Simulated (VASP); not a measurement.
## Ge: single point with PBE

The system is Ge.

```xyz
1
Lattice="1.3971 -2.6005 0.0000 1.3971 2.6005 0.0000 0.0000 0.0000 2.6982" Properties=species:S:1:pos:R:3 pbc="T T T"
Ge    1.3971    0.0000    0.0000
```

```json
{
 "Program": "VASP 6.6.1",
 "Task": "single point",
 "Functional": "PBE",
 "Potentials or basis": "VASP PAW PBE potentials, release 64 (Ge_d)",
 "Cutoff": "520 eV",
 "k mesh": "11 × 11 × 10",
 "Occupations": "gaussian, width 0.013 eV",
 "Spin": "no spin polarisation"
}
```

The pressure is -0.8 GPa and the band gap on the k mesh is zero (band 7 reaches 12.88 eV, above the bottom of band 8 at 3.82 eV).

Stress tensor (GPa, compression positive):
```
 0.94  0.00  0.00
 0.00 -2.98  0.00
 0.00  0.00 -0.49
```

Levels at points of the mesh, in eV from the Fermi level:
```
           k point  band 5  band 6  band 7  band 8  band 9  band 10
(0.00, 0.00, 0.00)  -24.49  -12.84    6.68    7.15    8.66    10.18
(0.00, 0.00, 0.50)  -24.53   -9.08   -5.66    9.98   11.49    16.04
```

It took 32 s on 1 thread of AMD EPYC 9R45 (Zen 5), with other jobs on the host, peak memory 0.13 GiB.
